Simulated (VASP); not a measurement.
# SiC (P1) in VASP: a series of runs

The runs below take SiC through single point, with PBE.

Program: VASP 6.6.1. These are calculated values, not measurements. Logs are shortened: lines on timing, memory, paths and dates and some standing lists are left out, and cuts for length are marked.

**1. The cell of the first run**

The typed cell holds 8 atoms: a = 3.092 Å, b = 3.092 Å, c = 10.153 Å, α = 90.87°, β = 88.25°, γ = 120.00°.

**2. Single point, PBE (the part above a cut slid along it)**

Input file INCAR:

```
SYSTEM = SiC
  PREC = Accurate
  ENCUT = 520
  EDIFF = 1E-7
  ISMEAR = 0
  SIGMA = 0.05
  LREAL = .FALSE.
  LASPH = .TRUE.
  NELM = 100
  ALGO = Normal
  ISIF = 2
  LWAVE = .FALSE.
  LCHARG = .FALSE.
  GGA = PE
  NBANDS = 26
```

Input file KPOINTS:

```
regular mesh
0
G
  10 10 3
  0 0 0
```

Input file POSCAR:

```
SiC
1.0
   -3.0917664073      0.0000000000      0.0000000000
    1.5458832036     -2.6775482513      0.0000000000
   -0.3091766407      0.0000000000     10.1480423548
Si C
4 4
Direct
    0.5760634901      0.3333333333      0.9060317656
    0.6260634901      0.3333333333      0.4060317656
    0.3177301568      0.6666666667      0.1560317656
    0.2677301568      0.6666666667      0.6560317656
    0.6572698432      0.3333333333      0.0939682344
    0.6072698432      0.3333333333      0.5939682344
    0.2989365099      0.6666666667      0.3439682344
    0.2489365099      0.6666666667      0.8439682344
```

Potentials or basis: VASP PAW PBE potentials, release 64 (Si, C).

Command:

```
cat potpaw_PBE.64/Si/POTCAR potpaw_PBE.64/C/POTCAR > POTCAR
mpirun -np 1 vasp_std > vasp.out
```

OUTCAR:

```text
SYSTEM = SiC
   PREC = Accurate
   ENCUT = 520
   EDIFF = 1E-7
   ISMEAR = 0
   LREAL = .FALSE.
   LASPH = .TRUE.
   NELM = 100
   ISIF = 2
   GGA = PE

 ion  position               nearest neighbor table
   1  0.576  0.333  0.906-   8 1.89   8 1.89   8 1.89   5 1.93   3 2.96   4 3.10   4 3.10   4 3.10
                             3 3.12
   2  0.626  0.333  0.406-   7 1.89   7 1.89   7 1.89   6 1.91   4 3.10   3 3.10   3 3.10   4 3.10
                             4 3.10   3 3.10
   3  0.318  0.667  0.156-   5 1.89   5 1.89   5 1.89   7 1.91   1 2.96   2 3.10   2 3.10   2 3.10
                             1 3.12
   4  0.268  0.667  0.656-   6 1.89   6 1.89   6 1.89   8 1.91   1 3.10   2 3.10   1 3.10   2 3.10
                             2 3.10   1 3.10
   5  0.657  0.333  0.094-   3 1.89   3 1.89   3 1.89   1 1.93
   6  0.607  0.333  0.594-   4 1.89   4 1.89   4 1.89   2 1.91
   7  0.299  0.667  0.344-   2 1.89   2 1.89   2 1.89   3 1.91
   8  0.249  0.667  0.844-   1 1.89   1 1.89   1 1.89   4 1.91

  LATTYP: Found a base centered monoclinic cell.
 ALAT       =     3.0917664073
 B/A-ratio  =     1.7320508076
 C/A-ratio  =     3.2838027554
 COS(beta)  =    -0.0304524990

  Lattice vectors:

 A1 = (   1.5458832036,  -2.6775482513,   0.0000000000)
 A2 = (   1.5458832037,   2.6775482513,   0.0000000000)
 A3 = (  -0.3091766407,   0.0000000000,  10.1480423548)

Analysis of symmetry for initial positions (statically):
=====================================================================
 Subroutine PRICEL returns:
 Original cell was already a primitive cell.

 Routine SETGRP: Setting up the symmetry group for a
 base centered monoclinic supercell.

 Subroutine GETGRP returns: Found  1 space group operations
 (whereof  1 operations were pure point group operations)
 out of a pool of  4 trial point group operations.

The static configuration has the point symmetry C_1 .

Analysis of symmetry for dynamics (positions and initial velocities):
=====================================================================
 Subroutine PRICEL returns:
 Original cell was already a primitive cell.

 Routine SETGRP: Setting up the symmetry group for a
 base centered monoclinic supercell.

 Subroutine GETGRP returns: Found  1 space group operations
 (whereof  1 operations were pure point group operations)
 out of a pool of  4 trial point group operations.

The dynamic configuration has the point symmetry C_1 .

 Subroutine INISYM returns: Found  1 space group operations
 (whereof  1 operations are pure point group operations),
 and found     1 'primitive' translations

----------------------------------------------------------------------------------------

                                     Primitive cell

  volume of cell :      84.0091

  direct lattice vectors                    reciprocal lattice vectors
    -3.091766407  0.000000000  0.000000000    -0.323439700 -0.186737998 -0.009854117
     1.545883204 -2.677548251  0.000000000     0.000000000 -0.373475996  0.000000000
    -0.309176641  0.000000000 10.148042355     0.000000000  0.000000000  0.098541173

  length of vectors
     3.091766407  3.091766407 10.152751047     0.373605973  0.373475996  0.098541173

  position of ions in fractional coordinates (direct lattice)
     0.576063490  0.333333333  0.906031766
     0.626063490  0.333333333  0.406031766
     0.317730157  0.666666667  0.156031766
     0.267730157  0.666666667  0.656031766
     0.657269843  0.333333333  0.093968234
     0.607269843  0.333333333  0.593968234
     0.298936510  0.666666667  0.343968234
     0.248936510  0.666666667  0.843968234

  ion indices of the primitive-cell ions
   primitive index   ion index
                 1           1
                 2           2
                 3           3
                 4           4
                 5           5
                 6           6
                 7           7
                 8           8

----------------------------------------------------------------------------------------

 KPOINTS: regular mesh

Automatic generation of k-mesh.
 Grid dimensions read from file:
 generate k-points for:   10   10    3

 Generating k-lattice:

  Cartesian coordinates                     Fractional coordinates (reciprocal lattice)
    -0.032343970 -0.018673800 -0.000985412     0.100000000 -0.000000000  0.000000000
     0.000000000 -0.037347600  0.000000000     0.000000000  0.100000000  0.000000000
     0.000000000  0.000000000  0.032847058     0.000000000  0.000000000  0.333333333

  Length of vectors
     0.037360597  0.037347600  0.032847058

  Shift w.r.t. Gamma in fractional coordinates (k-lattice)
     0.000000000  0.000000000  0.000000000

 Subroutine IBZKPT returns following result:
 ===========================================

 Found    152 irreducible k-points:

 Following reciprocal coordinates:
            Coordinates               Weight
  0.000000  0.000000  0.000000      1.000000
  0.100000 -0.000000 -0.000000      2.000000
 -0.100000  0.100000  0.000000      2.000000
  0.200000 -0.000000 -0.000000      2.000000
 -0.200000  0.200000  0.000000      2.000000
  0.300000 -0.000000  0.000000      2.000000
[... 16 lines left out ...]
 -0.400000  0.100000  0.000000      2.000000
  0.400000 -0.300000 -0.000000      2.000000
 [... further k-points ...]
   k-points           NKPTS =    152   k-points in BZ     NKDIM =    152   number of bands    NBANDS=     26
   number of dos      NEDOS =    301   number of ions     NIONS =      8
   total plane-waves  NPLWV =  46080
   dimension x,y,z NGX =    24 NGY =   24 NGZ =   80
   dimension x,y,z NGXF=    48 NGYF=   48 NGZF=  160
   ions per type =               4   4
   NGX,Y,Z   is equivalent  to a cutoff of  12.90, 12.90, 13.10 a.u.
   NGXF,Y,Z  is equivalent  to a cutoff of  25.81, 25.81, 26.20 a.u.
 SYSTEM =  SiC
   PREC   = accura    normal or accurate (medium, high low for compatibility)
   ISTART =      0    job   : 0-new  1-cont  2-samecut
   ICHARG =      2    charge: 1-file 2-atom 10-const
   ISPIN  =      1    spin polarized calculation?
   LNONCOLLINEAR =      F non collinear calculations
   LSORBIT =      F    spin-orbit coupling
   LASPH  =      T    aspherical Exc in radial PAW
   ENCUT  =  520.0 eV  38.22 Ry    6.18 a.u.   5.75  5.75 18.88*2*pi/ulx,y,z
   NELM   =    100;   NELMIN=  2; NELMDL= -5     # of ELM steps
   EDIFF  = 0.1E-06   stopping-criterion for ELM
   LREAL  =      F    real-space projection
   EDIFFG = 0.1E-05   stopping-criterion for IOM
   NSW    =      0    number of steps for IOM
   IBRION =     -1    ionic relax: 0-MD 1-quasi-New 2-CG
   NFREE  =      0    steps in history (QN), initial steepest desc. (CG)
   ISIF   =      2    stress and relaxation
   ISYM   =      2    0-nonsym 1-usesym 2-fastsym
   POTIM  = 0.5000    time-step for ionic-motion
   TEBEG  =    0.0;   TEEND  =   0.0 temperature during run
   PSTRESS=    0.0 pullay stress
   NELECT =      32.0000    total number of electrons
   NUPDOWN=      -1.0000    fix difference up-down
   EMIN   =  10.00;   EMAX   =-10.00  energy-range for DOS
   EFERMI =   0.00;   METHOD = LEGACY
   ISMEAR =     0;   SIGMA  =   0.05  broadening in eV -4-tet -1-fermi 0-gaus
   EFERMI_NEDOS =   21; number of points for ismear=-14 and -15
   IALGO  =     38    algorithm
   IMIX   =      4    mixing-type and parameters
     AMIX     =   0.40;   BMIX     =  1.00
     AMIX_MAG =   1.60;   BMIX_MAG =  1.00
  volume/ion in A,a.u.               =      10.50        70.87
  Fermi-wavevector in a.u.,A,eV,Ry     =   1.186723  2.242582 19.161245  1.408312
  Thomas-Fermi vector in A             =   2.322890
   LORBIT       =      0    0 simple, 1 ext, 2 COOP (PROOUT), +10 PAW based schemes
   GGA     = PE    functional components
   LHFCALC =     F    Hartree Fock is set to
   AEXX    =    0.0000 exact exchange contribution
   IVDW    =     0    specifies the selected vdW correction
   LEPSILON=     F    determine dielectric tensor
   LRPA    =     F    only Hartree local field effects (RPA)
 non-spin polarized calculation
 Gauss-broadening in eV      SIGMA  =   0.05
  energy-cutoff  :      520.00
  volume of cell :       84.01
 maximum number of plane-waves:      2282
   NGX = 11   NGY = 11   NGZ = 37

 number of electron      32.0000001 magnetization

 Free energy of the ion-electron system (eV)
  ---------------------------------------------------
  ext. energy  EPLUGINS =         0.00000000
  ---------------------------------------------------
  free energy    TOTEN  =       -60.08036558 eV

  energy without entropy =      -60.08036558  energy(sigma->0) =      -60.08036558

 E-fermi :   8.4485     XC(G=0): -11.2878

 val. band max:        8.2215343803   @ k =   0.0000   0.0000   0.0000
 cond. band min:      10.5030915801   @ k =  -0.3000  -0.4000  -0.0000
 fundamental gap:      2.2815571998
 Fermi energy:         8.4485168011

 k-point     1 :       0.0000    0.0000    0.0000
  band No.  band energies     occupation
      1      -7.3574      2.00000
      2      -6.1823      2.00000
      3      -6.1721      2.00000
      4      -3.8496      2.00000
      5      -0.5085      2.00000
      6       3.6731      2.00000
[... 18 lines left out ...]
     25      15.4046      0.00000
     26      15.5293      0.00000

 k-point     2 :       0.1000   -0.0000   -0.0000
  band No.  band energies     occupation
      1      -7.1858      2.00000
      2      -6.0333      2.00000
      3      -5.9880      2.00000
      4      -3.7045      2.00000
      5      -0.3504      2.00000
      6       3.7001      2.00000
[... 18 lines left out ...]
     25      15.6418      0.00000
[... 608 lines left out ...]
     25      16.6482      0.00000
     26      17.1952      0.00000

 k-point    24 :       0.4000   -0.3000   -0.0000
  band No.  band energies     occupation
      1      -5.2394      2.00000
      2      -4.2396      2.00000
      3      -4.0863      2.00000
      4      -2.3498      2.00000
      5       0.6756      2.00000
      6       1.3862      2.00000
[... 18 lines left out ...]
     25      16.6550      0.00000
     26      17.2346      0.00000

 [... further k-points ...]

------------------------ aborting loop because EDIFF is reached ----------------------------------------

  FORCE on cell =-STRESS in cart. coord.  units (eV):
  Direction    XX          YY          ZZ          XY          YZ          ZX
  --------------------------------------------------------------------------------------
  -------------------------------------------------------------------------------------
  Total       -0.3525985      0.0562346     -0.0322671      0.2649833      0.1126983      2.1771958
  in kB       -6.7245749      1.0724777     -0.6153816      5.0536234      2.1493228     41.5223392
  external PRESSURE =      -2.0891596 kB  Pullay stress =       0.0000000 kB

 VOLUME and BASIS-vectors are now :
 -----------------------------------------------------------------------------
  energy-cutoff  :      520.00
  volume of cell :       84.01
      direct lattice vectors                 reciprocal lattice vectors
    -3.091766407  0.000000000  0.000000000    -0.323439700 -0.186737998 -0.009854117
     1.545883204 -2.677548251  0.000000000     0.000000000 -0.373475996  0.000000000
    -0.309176641  0.000000000 10.148042355     0.000000000  0.000000000  0.098541173

 POSITION                                       TOTAL-FORCE (eV/Angst)
 -----------------------------------------------------------------------------------
     -1.54588     -0.89252      9.19445        -0.821832      0.039061      0.133496
     -1.54588     -0.89252      4.12043         0.010308     -0.000694     -0.017123
     -0.00000     -1.78503      1.58342         0.098345     -0.041381      0.039185
     -0.00000     -1.78503      6.65744        -0.064525     -0.013290     -0.028492
     -1.54588     -0.89252      0.95359         0.730294      0.061426     -0.134492
     -1.54588     -0.89252      6.02761        -0.003190     -0.001865      0.012147
      0.00000     -1.78503      3.49060         0.059510      0.004489      0.022919
      0.00000     -1.78503      8.56463        -0.008909     -0.047747     -0.027641
 -----------------------------------------------------------------------------------
    total drift:                               -0.000258     -0.000004      0.000063

  FREE ENERGIE OF THE ION-ELECTRON SYSTEM (eV)
  ---------------------------------------------------
  free  energy   TOTEN  =       -60.0803655831 eV

  energy  without entropy=      -60.0803655831  energy(sigma->0) =      -60.08036558
```

Wall time 2.4 min (1 thread of Intel Xeon 6975P-C (Granite Rapids), shared host); peak memory 0.36 GiB.

What came out:

* Free energy: -60.0804 eV
* Pressure: -0.2 GPa
* Largest force: 0.834 eV/Å
* Band gap on the k mesh: 2.28 eV (least direct gap 3.92 eV)

Forces in eV/Å, atoms in the order of the input:
```
Si  -0.822  0.039  0.133
Si   0.010 -0.001 -0.017
Si   0.098 -0.041  0.039
Si  -0.065 -0.013 -0.028
C    0.730  0.061 -0.134
C   -0.003 -0.002  0.012
C    0.060  0.004  0.023
C   -0.009 -0.048 -0.028
```

Stress tensor (GPa, compression positive):
```
-0.67  0.51  4.15
 0.51  0.11  0.21
 4.15  0.21 -0.06
```

Levels at points of the mesh, in eV from the valence-band top:
```csv
k point,band 14,band 15,band 16,band 17,band 18,band 19
"(0.00, 0.00, 0.00)",-0.30,-0.16,0.00,4.56,5.54,5.63
"(0.50, 0.00, 0.00)",-2.50,-2.16,-1.34,2.58,2.97,3.16
"(0.50, 0.50, 0.00)",-2.54,-2.22,-1.31,2.64,2.96,3.20
"(0.00, 0.50, 0.00)",-2.45,-2.29,-1.33,2.66,3.04,3.13
```

Caveat: the cell differs from its parent crystal (the part above a cut slid along it). A k mesh can miss the band edges.

**3. Single point, PBE (the part above a cut slid along it)**

Input file INCAR:

```
  PREC = Accurate
  ENCUT = 520
  EDIFF = 1E-7
  ISMEAR = 0
  SIGMA = 0.05
  LREAL = False
  LASPH = True
  NELM = 60
  ALGO = Normal
  ISIF = 2
  LWAVE = False
  LCHARG = False
  GGA = PE
  NBANDS = 26
```

Input file KPOINTS:

```
Automatic mesh
0
Gamma
  10 10 3
```

Input file POSCAR:

```
SiC
1.0
   -3.0917664073      0.0000000000      0.0000000000
    1.5458832036     -2.6775482513      0.0000000000
   -0.9275299222      0.0000000000     10.1480423548
Si C
4 4
Direct
    0.3948571370      0.3333333333      0.9060317656
    0.5448571370      0.3333333333      0.4060317656
    0.2865238037      0.6666666667      0.1560317656
    0.1365238037      0.6666666667      0.6560317656
    0.6384761964      0.3333333333      0.0939682344
    0.4884761964      0.3333333333      0.5939682344
    0.2301428630      0.6666666667      0.3439682344
    0.0801428630      0.6666666667      0.8439682344
```

Potentials or basis: VASP PAW PBE potentials, release 64 (Si, C).

Command:

```
cat potpaw_PBE.64/Si/POTCAR potpaw_PBE.64/C/POTCAR > POTCAR
mpirun -np 1 vasp_std > vasp.out
```

OUTCAR:

```text
PREC = Accurate
   ENCUT = 520
   EDIFF = 1E-7
   ISMEAR = 0
   LREAL = False
   LASPH = True
   NELM = 60
   ISIF = 2
   GGA = PE

 ion  position               nearest neighbor table
   1  0.395  0.333  0.906-   8 1.89   8 1.89   8 1.89   5 2.12   3 2.76   4 3.10   4 3.10   4 3.10

   2  0.545  0.333  0.406-   7 1.89   7 1.89   7 1.89   6 1.91   4 3.10   3 3.10   4 3.10   3 3.10
                             3 3.10   4 3.10
[... 918 lines left out ...]
  Total       -2.9156562      0.3683039      0.8733701      0.7041345      1.1528699      5.0844583
  in kB      -55.6058699      7.0240991     16.6564571     13.4288848     21.9869326     96.9681300
  external PRESSURE =     -10.6417712 kB  Pullay stress =       0.0000000 kB

 VOLUME and BASIS-vectors are now :
 -----------------------------------------------------------------------------
  energy-cutoff  :      520.00
  volume of cell :       84.01
      direct lattice vectors                 reciprocal lattice vectors
    -3.091766407  0.000000000  0.000000000    -0.323439700 -0.186737998 -0.029562352
     1.545883204 -2.677548251  0.000000000     0.000000000 -0.373475996  0.000000000
    -0.927529922  0.000000000 10.148042355     0.000000000  0.000000000  0.098541173

 POSITION                                       TOTAL-FORCE (eV/Angst)
 -----------------------------------------------------------------------------------
     -1.54588     -0.89252      9.19445        -1.831135      0.213156      0.425643
     -1.54588     -0.89252      4.12043         0.023628     -0.008835     -0.122924
     -0.00000     -1.78503      1.58342         0.119673     -0.278750      0.173408
     -0.00000     -1.78503      6.65744        -0.137841     -0.118911     -0.193582
     -1.54588     -0.89252      0.95359         1.799274      0.527106     -0.271308
     -1.54588     -0.89252      6.02761        -0.003699     -0.017666      0.081823
      0.00000     -1.78503      3.49060         0.152254      0.038269      0.170517
      0.00000     -1.78503      8.56463        -0.122155     -0.354370     -0.263577
 -----------------------------------------------------------------------------------
    total drift:                                0.000339     -0.000017      0.000185

  FREE ENERGIE OF THE ION-ELECTRON SYSTEM (eV)
  ---------------------------------------------------
  free  energy   TOTEN  =       -59.0659920772 eV

  energy  without entropy=      -59.0659920772  energy(sigma->0) =      -59.06599208
```

Wall time 2.1 min (1 thread of Intel Xeon 6975P-C (Granite Rapids), shared host); peak memory 0.36 GiB.

Results:

* Free energy: -59.0660 eV
* Pressure: -1.1 GPa
* Largest force: 1.894 eV/Å
* Band gap on the k mesh: 1.31 eV (least direct gap 2.52 eV)

Forces in eV/Å, atoms in the order of the input:
```
Si  -1.831  0.213  0.426
Si   0.024 -0.009 -0.123
Si   0.120 -0.279  0.173
Si  -0.138 -0.119 -0.194
C    1.799  0.527 -0.271
C   -0.004 -0.018  0.082
C    0.152  0.038  0.171
C   -0.122 -0.354 -0.264
```

Stress tensor (GPa, compression positive):
```
-5.56  1.34  9.70
 1.34  0.70  2.20
 9.70  2.20  1.67
```

Caveat: the cell differs from its parent crystal (the part above a cut slid along it); the stress differs along the axes, from -6 to 2 GPa; forces of over 1 eV/Å act on the atoms, so gaps and moduli don't describe the material at rest.
